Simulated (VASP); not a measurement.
# TiO2 (R-3m) in VASP: notebook

Runs on TiO2. Level: PBE+D3(BJ)+U. Tasks: single point.

All numbers are computed with VASP 6.6.1; they aren't measurements. Logs are shortened: lines on timing, memory, paths and dates and some standing lists are left out, and cuts for length are marked.

## 1. The cell of the first run

It takes space group R-3m (No. 166, trigonal). Conventional cell: a = 2.713 Å, b = 2.713 Å, c = 15.888 Å, α = 90.00°, β = 90.00°, γ = 120.00°. Ti (site symmetry -3m) has 6 O at 1.88 Å within 2.5 Å. Within 2.6 Å of O (site symmetry 3m) lie 3 Ti at 1.88 Å and 3 O at 2.59 Å.

## 2. Single point, PBE+D3(BJ)+U (11.25 Å³/atom)

The input, INCAR:

```
  PREC = Accurate
  ENCUT = 520
  EDIFF = 1E-7
  ISMEAR = 0
  SIGMA = 0.05
  LREAL = F
  LASPH = T
  NELM = 150
  ALGO = Normal
  ISIF = 2
  LWAVE = F
  LCHARG = F
  LMAXMIX = 4
  LDAU = T
  LDAUTYPE = 2
  LDAUL = 2 -1
  LDAUU = 4 0
  LDAUJ = 0 0
  LDAUPRINT = 1
  GGA = PE
  IVDW = 12
  NBANDS = 19
```

The input, KPOINTS:

```
Automatic mesh
0
Gamma
  12 12 12
```

The input, POSCAR:

```
TiO2
1.0
    1.3564521831      0.7831480331      5.2960414737
   -1.3564521831      0.7831480331      5.2960414737
    0.0000000000     -1.5662960662      5.2960414737
Ti O
1 2
Direct
    0.0000000000      0.0000000000      0.0000000000
    0.6017580785      0.6017580785      0.6017580785
    0.3982419215      0.3982419215      0.3982419215
```

Potentials or basis: VASP PAW PBE potentials, release 64 (Ti_sv, O).

The run is started by

```sh
$ cat potpaw_PBE.64/Ti_sv/POTCAR potpaw_PBE.64/O/POTCAR > POTCAR
$ mpirun -np 1 vasp_std > vasp.out
```

OUTCAR:

```text
PREC = Accurate
   ENCUT = 520
   EDIFF = 1E-7
   ISMEAR = 0
   LREAL = F
   LASPH = T
   NELM = 150
   ISIF = 2
   GGA = PE
   IVDW = 12
 IVDW          = 12

 ion  position               nearest neighbor table
   1  0.000  0.000  0.000-   2 1.88   2 1.88   3 1.88   3 1.88   2 1.88   3 1.88
   2  0.602  0.602  0.602-   1 1.88   1 1.88   1 1.88
   3  0.398  0.398  0.398-   1 1.88   1 1.88   1 1.88

  LATTYP: Found a trigonal (rhomboedric) cell.
 ALAT       =     5.5228017037
 COS(alpha) =     0.8793520150

  Lattice vectors:

 A1 = (   1.3564521831,   0.7831480331,   5.2960414737)
 A2 = (  -1.3564521831,   0.7831480331,   5.2960414737)
 A3 = (   0.0000000000,  -1.5662960662,   5.2960414737)

Analysis of symmetry for initial positions (statically):
=====================================================================
 Subroutine PRICEL returns:
 Original cell was already a primitive cell.

 Routine SETGRP: Setting up the symmetry group for a
 trigonal (rhombohedral) supercell.

 Subroutine GETGRP returns: Found 12 space group operations
 (whereof 12 operations were pure point group operations)
 out of a pool of 12 trial point group operations.

The static configuration has the point symmetry D_3d.

Analysis of symmetry for dynamics (positions and initial velocities):
=====================================================================
 Subroutine PRICEL returns:
 Original cell was already a primitive cell.

 Routine SETGRP: Setting up the symmetry group for a
 trigonal (rhombohedral) supercell.

 Subroutine GETGRP returns: Found 12 space group operations
 (whereof 12 operations were pure point group operations)
 out of a pool of 12 trial point group operations.

The dynamic configuration has the point symmetry D_3d.

 Subroutine INISYM returns: Found 12 space group operations
 (whereof 12 operations are pure point group operations),
 and found     1 'primitive' translations

[... 146 lines left out ...]
 -0.0000  0.2309 -0.0000 -0.0000 -0.0912
  0.0000 -0.0000  0.1134 -0.0000  0.0000
 -0.0912 -0.0000 -0.0000  0.2309  0.0000
 -0.0000 -0.0912  0.0000  0.0000  0.2042

spin component  2

  0.2042 -0.0000  0.0000 -0.0912 -0.0000
 -0.0000  0.2309 -0.0000 -0.0000 -0.0912
  0.0000 -0.0000  0.1134 -0.0000  0.0000
 -0.0912 -0.0000 -0.0000  0.2309  0.0000
 -0.0000 -0.0912  0.0000  0.0000  0.2042

 occupancies and eigenvectors

  o =  0.1134  v =  0.0000  0.0000 -1.0000 -0.0000  0.0000  0.0000  0.0000  0.0000  0.0000  0.0000      0.0000  0.0000  0.0000  0.0000  0.0000  0.0000  0.0000  0.0000  0.0000  0.0000
  o =  0.1134  v =  0.0000  0.0000  0.0000  0.0000  0.0000  0.0000  0.0000 -1.0000 -0.0000  0.0000      0.0000  0.0000  0.0000  0.0000  0.0000  0.0000  0.0000  0.0000  0.0000  0.0000
  o =  0.1254  v =  0.0000  0.0000  0.0000  0.0000  0.0000 -0.7566  0.0000  0.0000 -0.6539 -0.0000      0.0000  0.0000  0.0000  0.0000  0.0000  0.0000  0.0000  0.0000  0.0000  0.0000
  o =  0.1254  v = -0.7566  0.0000  0.0000 -0.6539 -0.0000  0.0000  0.0000  0.0000  0.0000  0.0000      0.0000  0.0000  0.0000  0.0000  0.0000  0.0000  0.0000  0.0000  0.0000  0.0000
  o =  0.1254  v =  0.0000 -0.6539 -0.0000  0.0000 -0.7566  0.0000  0.0000  0.0000  0.0000  0.0000      0.0000  0.0000  0.0000  0.0000  0.0000  0.0000  0.0000  0.0000  0.0000  0.0000
  o =  0.1254  v =  0.0000  0.0000  0.0000  0.0000  0.0000  0.0000 -0.6539 -0.0000  0.0000 -0.7566      0.0000  0.0000  0.0000  0.0000  0.0000  0.0000  0.0000  0.0000  0.0000  0.0000
  o =  0.3097  v =  0.6539  0.0000  0.0000 -0.7566 -0.0000  0.0000  0.0000  0.0000  0.0000  0.0000      0.0000  0.0000  0.0000  0.0000  0.0000  0.0000  0.0000  0.0000  0.0000  0.0000
  o =  0.3097  v =  0.0000  0.0000  0.0000  0.0000  0.0000  0.6539  0.0000  0.0000 -0.7566 -0.0000      0.0000  0.0000  0.0000  0.0000  0.0000  0.0000  0.0000  0.0000  0.0000  0.0000
  o =  0.3097  v =  0.0000  0.0000  0.0000  0.0000  0.0000  0.0000 -0.7566  0.0000  0.0000  0.6539      0.0000  0.0000  0.0000  0.0000  0.0000  0.0000  0.0000  0.0000  0.0000  0.0000
  o =  0.3097  v =  0.0000 -0.7566  0.0000  0.0000  0.6539  0.0000  0.0000  0.0000  0.0000  0.0000      0.0000  0.0000  0.0000  0.0000  0.0000  0.0000  0.0000  0.0000  0.0000  0.0000

 number of electron      23.9999999 magnetization

 Free energy of the ion-electron system (eV)
  ---------------------------------------------------
  ext. energy  EPLUGINS =         0.00000000
  ---------------------------------------------------
  free energy    TOTEN  =       -22.28346808 eV

  energy without entropy =      -22.28346808  energy(sigma->0) =      -22.28346808

 E-fermi :   3.0105     XC(G=0): -10.3935

 val. band max:        2.8045472459   @ k =   0.5000   0.5000   0.5000
 cond. band min:       6.1505339150   @ k =   0.5000   0.5000   0.0000
 fundamental gap:      3.3459866691
 Fermi energy:         3.0105315902

 k-point     1 :       0.0000    0.0000    0.0000
  band No.  band energies     occupation
      1     -53.7553      2.00000
      2     -30.0976      2.00000
      3     -29.4956      2.00000
      4     -29.4956      2.00000
      5     -15.3203      2.00000
      6     -13.1991      2.00000
[... 505 lines left out ...]
      6     -13.1356      2.00000
[... 11 lines left out ...]
     18      16.9899      0.00000
     19      17.3406      0.00000

 [... further k-points ...]

------------------------ aborting loop because EDIFF is reached ----------------------------------------

 Edisp (eV)   -0.66362

 E8    (eV) :    -0.2586

  FORCE on cell =-STRESS in cart. coord.  units (eV):
  Direction    XX          YY          ZZ          XY          YZ          ZX
  --------------------------------------------------------------------------------------
  -------------------------------------------------------------------------------------
  Total      14.73487    14.73487     3.57053     0.00000    -0.00000     0.00000
  in kB     699.36832   699.36833   169.46988     0.00000    -0.00000     0.00000
  external pressure =      522.74 kB  Pullay stress =        0.00 kB

 VOLUME and BASIS-vectors are now :
 -----------------------------------------------------------------------------
  energy-cutoff  :      520.00
  volume of cell :       33.76
      direct lattice vectors                 reciprocal lattice vectors
     1.356452183  0.783148033  5.296041474     0.368608644  0.212816300  0.062940091
    -1.356452183  0.783148033  5.296041474    -0.368608644  0.212816300  0.062940091
     0.000000000 -1.566296066  5.296041474     0.000000000 -0.425632600  0.062940091

 POSITION                                       TOTAL-FORCE (eV/Angst)
 -----------------------------------------------------------------------------------
      0.00000      0.00000      0.00000         0.000000      0.000000      0.000000
      0.00000      0.00000      9.56081         0.000000     -0.000000     -1.990077
      0.00000      0.00000      6.32732         0.000000      0.000000      1.990077
 -----------------------------------------------------------------------------------
    total drift:                               -0.000000     -0.000000      0.000000

  FREE ENERGIE OF THE ION-ELECTRON SYSTEM (eV)
  ---------------------------------------------------
  free  energy   TOTEN  =       -22.9470892966 eV

  energy  without entropy=      -22.9470892966  energy(sigma->0) =      -22.94708930
```

OSZICAR:

```text
N       E                     dE             d eps       ncg     rms          rms(c)
DAV:   1     0.274791612928E+03    0.27479E+03   -0.13096E+04  7182   0.145E+03
DAV:   2    -0.598750147867E+01   -0.28078E+03   -0.26753E+03  8038   0.416E+02
DAV:   3    -0.290055020421E+02   -0.23018E+02   -0.22850E+02  8358   0.127E+02
DAV:   4    -0.300042424575E+02   -0.99874E+00   -0.99691E+00 10570   0.233E+01
DAV:   5    -0.300182548115E+02   -0.14012E-01   -0.14011E-01  8132   0.276E+00    0.276E+01
DAV:   6    -0.225485855033E+02    0.74697E+01   -0.36676E+01  8809   0.827E+01    0.924E+00
DAV:   7    -0.222842164635E+02    0.26437E+00   -0.54462E+00  7917   0.255E+01    0.884E+00
DAV:   8    -0.223879120519E+02   -0.10370E+00   -0.13621E+00  8151   0.170E+01    0.420E+00
DAV:   9    -0.222880186011E+02    0.99893E-01   -0.34854E-01  8027   0.790E+00    0.113E+00
DAV:  10    -0.222848518084E+02    0.31668E-02   -0.39586E-02  7796   0.251E+00    0.312E-01
DAV:  11    -0.222834560332E+02    0.13958E-02   -0.85118E-03  7578   0.755E-01    0.987E-02
DAV:  12    -0.222835008563E+02   -0.44823E-04   -0.43616E-04  7767   0.202E-01    0.537E-02
DAV:  13    -0.222834666900E+02    0.34166E-04   -0.10748E-04  8762   0.101E-01    0.164E-02
DAV:  14    -0.222834678798E+02   -0.11898E-05   -0.38753E-05  7456   0.459E-02    0.837E-03
DAV:  15    -0.222834680229E+02   -0.14305E-06   -0.35539E-06  8810   0.192E-02    0.299E-03
DAV:  16    -0.222834680846E+02   -0.61767E-07   -0.15258E-07  5401   0.435E-03
   1 F= -.22947089E+02 E0= -.22947089E+02  d E =-.615512E-11
```

stdout:

```text
POSCAR found type information on POSCAR TiO
 POSCAR found :  2 types and       3 ions
 scaLAPACK will be used
 LDA part: xc-table for (Slater+PW92), standard interpolation
 POSCAR, INCAR and KPOINTS ok, starting setup
 FFT: planning ... GRIDC
 FFT: planning ... GRID_SOFT
 FFT: planning ... GRID
 WAVECAR not read
 entering main loop
```

Wall time 3.1 min (1 thread of Intel Xeon 6975P-C (Granite Rapids), shared host); peak memory 0.33 GiB.

What came out:

```yaml
Free_energy: -22.9471 eV
Pressure: 52.3 GPa
Largest_force: 1.990 eV/Å
Band_gap_on_the_k_mesh: 3.35 eV (least direct gap 3.93 eV)
Dispersion_energy_per_atom: -0.221 eV
```

Forces in eV/Å, atoms in the order of the input:
```
Ti   0.000  0.000  0.000
O    0.000  0.000 -1.990
O    0.000  0.000  1.990
```

Stress tensor (GPa, compression positive):
```
69.94  0.00  0.00
 0.00 69.94  0.00
 0.00  0.00 16.95
```

Levels at points of the mesh, in eV from the valence-band top:
| k point | band 9 | band 10 | band 11 | band 12 | band 13 | band 14 | band 15 | band 16 |
| --- | --- | --- | --- | --- | --- | --- | --- | --- |
| (0.00, 0.00, 0.00) | -3.57 | -0.76 | -0.02 | -0.02 | 3.94 | 3.94 | 5.31 | 7.88 |
| (0.50, 0.00, 0.00) | -2.89 | -2.38 | -1.14 | -0.85 | 3.38 | 5.68 | 6.07 | 8.28 |
| (0.50, 0.50, 0.00) | -2.96 | -2.60 | -0.88 | -0.84 | 3.35 | 5.68 | 6.06 | 8.31 |
| (0.50, 0.50, 0.50) | -3.58 | -1.50 | 0.00 | 0.00 | 3.94 | 3.94 | 5.63 | 7.86 |

Eigenvalues of the final occupation matrices:
```csv
site,spin,trace,eigenvalues
site 1 d,1,0.98,0.11 0.13 0.13 0.31 0.31
site 1 d,2,0.98,0.11 0.13 0.13 0.31 0.31
```

Caveat: the stress differs along the axes, from 17 to 70 GPa; forces of over 1 eV/Å act on the atoms, so gaps and moduli don't describe the material at rest. A k mesh can miss the band edges.

## 3. Single point, PBE+D3(BJ)+U (11.25 Å³/atom)

The input, INCAR:

```
PREC = Accurate
ENCUT = 520
EDIFF = 1E-6
ISMEAR = 0
SIGMA = 0.05
LREAL = False
LASPH = True
NELM = 150
ALGO = Normal
ISIF = 2
LWAVE = False
LCHARG = False
LMAXMIX = 4
LDAU = True
LDAUTYPE = 2
LDAUL = 2 -1
LDAUU = 4 0
LDAUJ = 0 0
LDAUPRINT = 1
GGA = PE
IVDW = 12
NBANDS = 19
```

The input, KPOINTS:

```
regular mesh
0
Gamma
  12 12 12
```

The input, POSCAR:

```
TiO2
1.0
    1.5314273749      0.8841700071      4.1549666585
   -1.5314273749      0.8841700071      4.1549666585
    0.0000000000     -1.7683400143      4.1549666585
Ti O
1 2
Direct
    0.0000000000      0.0000000000      0.0000000000
    0.6017580785      0.6017580785      0.6017580785
    0.3982419215      0.3982419215      0.3982419215
```

Potentials or basis: VASP PAW PBE potentials, release 64 (Ti_sv, O).

The run is started by

```sh
$ cat potpaw_PBE.64/Ti_sv/POTCAR potpaw_PBE.64/O/POTCAR > POTCAR
$ mpirun -np 1 vasp_std > vasp.out
```

OUTCAR:

```text
PREC = Accurate
   ENCUT = 520
   EDIFF = 1E-6
   ISMEAR = 0
   LREAL = False
   LASPH = True
   NELM = 150
   ISIF = 2
   GGA = PE
   IVDW = 12
 IVDW          = 12

 ion  position               nearest neighbor table
   1  0.000  0.000  0.000-   2 1.94   3 1.94   2 1.94   2 1.94   3 1.94   3 1.94
   2  0.602  0.602  0.602-   1 1.94   1 1.94   1 1.94
   3  0.398  0.398  0.398-   1 1.94   1 1.94   1 1.94

  LATTYP: Found a trigonal (rhomboedric) cell.
 ALAT       =     4.5156145030
 COS(alpha) =     0.7699675583

  Lattice vectors:

[... 757 lines left out ...]
 Edisp (eV)   -0.67484

 E8    (eV) :    -0.2660

  FORCE on cell =-STRESS in cart. coord.  units (eV):
  Direction    XX          YY          ZZ          XY          YZ          ZX
  --------------------------------------------------------------------------------------
  -------------------------------------------------------------------------------------
  Total       2.78385     2.78385     6.11452     0.00000    -0.00000     0.00000
  in kB     132.13119   132.13119   290.21657     0.00000    -0.00000     0.00000
  external pressure =      184.83 kB  Pullay stress =        0.00 kB

 VOLUME and BASIS-vectors are now :
 -----------------------------------------------------------------------------
  energy-cutoff  :      520.00
  volume of cell :       33.76
      direct lattice vectors                 reciprocal lattice vectors
     1.531427375  0.884170007  4.154966659     0.326492792  0.188500702  0.080225273
    -1.531427375  0.884170007  4.154966659    -0.326492792  0.188500702  0.080225273
     0.000000000 -1.768340014  4.154966659     0.000000000 -0.377001403  0.080225273

 POSITION                                       TOTAL-FORCE (eV/Angst)
 -----------------------------------------------------------------------------------
      0.00000      0.00000      0.00000        -0.000000      0.000000     -0.000000
      0.00000     -0.00000      7.50085         0.000000      0.000000     -2.277073
      0.00000     -0.00000      4.96405         0.000000     -0.000000      2.277073
 -----------------------------------------------------------------------------------
    total drift:                                0.000000      0.000000     -0.000000

  FREE ENERGIE OF THE ION-ELECTRON SYSTEM (eV)
  ---------------------------------------------------
  free  energy   TOTEN  =       -23.8570024208 eV

  energy  without entropy=      -23.8570024208  energy(sigma->0) =      -23.85700242
```

stdout:

```text
POSCAR found type information on POSCAR TiO
 POSCAR found :  2 types and       3 ions
 scaLAPACK will be used
 LDA part: xc-table for (Slater+PW92), standard interpolation
 POSCAR, INCAR and KPOINTS ok, starting setup
 FFT: planning ... GRIDC
 FFT: planning ... GRID_SOFT
 FFT: planning ... GRID
 WAVECAR not read
 entering main loop
```

It took 83 s on 1 thread of Intel Xeon 6975P-C (Granite Rapids), shared host; peak memory 0.28 GiB.

Results:

* Free energy: -23.8570 eV
* Pressure: 18.5 GPa
* Largest force: 2.277 eV/Å
* Band gap on the k mesh: 2.58 eV (least direct gap 3.05 eV)
* Dispersion energy per atom: -0.225 eV

Forces on the atoms (eV/Å):
```
Ti   0.000  0.000  0.000
O    0.000  0.000 -2.277
O    0.000  0.000  2.277
```

Stress tensor (GPa, compression positive):
```
13.21  0.00  0.00
 0.00 13.21  0.00
 0.00  0.00 29.02
```

Levels at points of the mesh, in eV from the valence-band top:
| k point | band 10 | band 11 | band 12 | band 13 | band 14 | band 15 |
| --- | --- | --- | --- | --- | --- | --- |
| (0.00, 0.00, 0.00) | -1.06 | -1.06 | -0.41 | 2.63 | 2.63 | 4.14 |
| (0.50, 0.00, 0.00) | -2.42 | -1.44 | -1.34 | 2.77 | 3.50 | 3.72 |
| (0.50, 0.50, 0.00) | -2.64 | -2.30 | -0.53 | 3.01 | 3.50 | 3.53 |
| (0.50, 0.50, 0.50) | -2.46 | -0.84 | -0.84 | 2.68 | 2.68 | 4.57 |

Eigenvalues of the final occupation matrices:
| site | spin | trace | eigenvalues |
| --- | --- | --- | --- |
| site 1 d | 1 | 0.84 | 0.09 0.09 0.10 0.28 0.28 |
| site 1 d | 2 | 0.84 | 0.09 0.09 0.10 0.28 0.28 |

Caveat: the stress differs along the axes, from 13 to 29 GPa; forces of over 1 eV/Å act on the atoms, so gaps and moduli don't describe the material at rest.

## 4. Single point, PBE+D3(BJ)+U (11.25 Å³/atom)

The input, INCAR:

```
SYSTEM = TiO2
PREC = Accurate
ENCUT = 520
EDIFF = 1E-6
ISMEAR = 0
SIGMA = 0.05
LREAL = .FALSE.
LASPH = .TRUE.
NELM = 150
ALGO = Normal
ISIF = 2
LWAVE = .FALSE.
LCHARG = .TRUE.
LMAXMIX = 4
LDAU = .TRUE.
LDAUTYPE = 2
LDAUL = 2 -1
LDAUU = 4 0
LDAUJ = 0 0
LDAUPRINT = 1
GGA = PE
IVDW = 12
LELF = .TRUE.
LVHAR = .TRUE.
NBANDS = 19
```

The input, KPOINTS:

```
regular mesh
0
G
  12 12 12
  0 0 0
```

The input, POSCAR:

```
TiO2
1.0
    1.4124311668      0.8154675144      4.8845636233
   -1.4124311668      0.8154675144      4.8845636233
    0.0000000000     -1.6309350288      4.8845636233
Ti O
1 2
Direct
    0.0000000000      0.0000000000      0.0000000000
    0.6017580785      0.6017580785      0.6017580785
    0.3982419215      0.3982419215      0.3982419215
```

The run is started by

```sh
$ cat potpaw_PBE.64/Ti_sv/POTCAR potpaw_PBE.64/O/POTCAR > POTCAR
$ mpirun -np 1 vasp_std > vasp.out
```

Wall time 2.3 min (1 thread of Intel Xeon 6975P-C (Granite Rapids), shared host); peak memory 0.31 GiB.

The run converged. Its results:

| Property | Result |
| --- | --- |
| Free energy | -23.6390 eV |
| Pressure | 41.2 GPa |
| Largest force | 2.545 eV/Å |
| Band gap on the k mesh | 3.61 eV (least direct gap 3.92 eV) |
| Dispersion energy per atom | -0.222 eV |

Forces in eV/Å, atoms in the order of the input:
```
Ti   0.000  0.000  0.000
O    0.000  0.000 -2.545
O    0.000  0.000  2.545
```

Stress tensor (GPa, compression positive):
```
50.79  0.00  0.00
 0.00 50.79  0.00
 0.00  0.00 22.07
```

Levels at points of the mesh, in eV from the valence-band top:
| k point | band 10 | band 11 | band 12 | band 13 | band 14 | band 15 |
| --- | --- | --- | --- | --- | --- | --- |
| (0.00, 0.00, 0.00) | -0.58 | -0.38 | -0.38 | 3.61 | 3.61 | 5.47 |
| (0.50, 0.00, 0.00) | -2.01 | -1.35 | -1.24 | 3.66 | 5.00 | 5.15 |
| (0.50, 0.50, 0.00) | -2.39 | -1.41 | -0.79 | 3.63 | 5.00 | 5.13 |
| (0.50, 0.50, 0.50) | -1.66 | -0.33 | -0.33 | 3.62 | 3.62 | 5.66 |

Eigenvalues of the final occupation matrices:
```csv
site,spin,trace,eigenvalues
site 1 d,1,0.93,0.11 0.11 0.11 0.30 0.30
site 1 d,2,0.93,0.11 0.11 0.11 0.30 0.30
```

Caveat: the stress differs along the axes, from 22 to 51 GPa; forces of over 1 eV/Å act on the atoms, so gaps and moduli don't describe the material at rest. A k mesh can miss the band edges.

(Part 1 of 2 ends here.)
